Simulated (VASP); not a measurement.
Write the native input for VASP 6.6.1 that does the following.

- Task: single point
- Functional: PBEsol
- Potentials or basis: VASP PAW PBE potentials, release 64 (Ba_sv, Ti_sv, O)
- Cutoff: 520 eV
- k mesh: 7 × 7 × 7
- Occupations: fermi-dirac, width 0.05 eV
- Spin: no spin polarisation
- Hubbard terms: Ti d U = 2.0 eV
- Dipole correction: no
- Further INCAR settings: ALGO = Normal; EDIFF = 1e-06; NBANDS = 28

The structure of BaTiO3 (Barioperovskite) lies in POSCAR:

```
BaTiO3
1.0
    3.9855000000      0.0000000000      0.0000000000
    0.0000000000      2.8369000000      2.8451500000
    0.0000000000     -2.8369000000      2.8451500000
Ba Ti O
1 1 3
Direct
    0.0000000000      0.0000000000      0.0000000000
    0.5000000000      0.5124000000      0.5124000000
    0.5000000000      0.9918400000      0.5052400000
    0.5000000000      0.5052400000      0.9918400000
    0.0000000000      0.4874000000      0.4874000000
```

The input as run:

INCAR

```
  PREC = Accurate
  ENCUT = 520
  EDIFF = 1E-6
  ISMEAR = -1
  SIGMA = 0.05
  LREAL = F
  LASPH = T
  NELM = 150
  ALGO = Normal
  ISIF = 2
  LWAVE = F
  LCHARG = F
  LMAXMIX = 4
  LDAU = T
  LDAUTYPE = 2
  LDAUL = -1 2 -1
  LDAUU = 0 2 0
  LDAUJ = 0 0 0
  LDAUPRINT = 1
  GGA = PS
  NBANDS = 28
```

KPOINTS

```
regular mesh
0
Gamma
  7 7 7
```

Potentials or basis: VASP PAW PBE potentials, release 64 (Ba_sv, Ti_sv, O).

The run is started by

```sh
$ cat potpaw_PBE.64/Ba_sv/POTCAR potpaw_PBE.64/Ti_sv/POTCAR potpaw_PBE.64/O/POTCAR > POTCAR
$ mpirun -np 1 vasp_std > vasp.out
```

It gave:

* Pressure: -0.4 GPa
* Largest force: 0.229 eV/Å
* Band gap on the k mesh: 2.09 eV, indirect (least direct gap 2.24 eV)

Caveat: the PAW data sets were made with another functional, which shifts forces and pressure a little; spin-orbit coupling is left out, which moves the levels of the heavy elements.

It took 54 s on 1 thread of Intel(R) Xeon(R) 6975P-C (Granite Rapids) (shared host), peak memory 0.25 GiB.
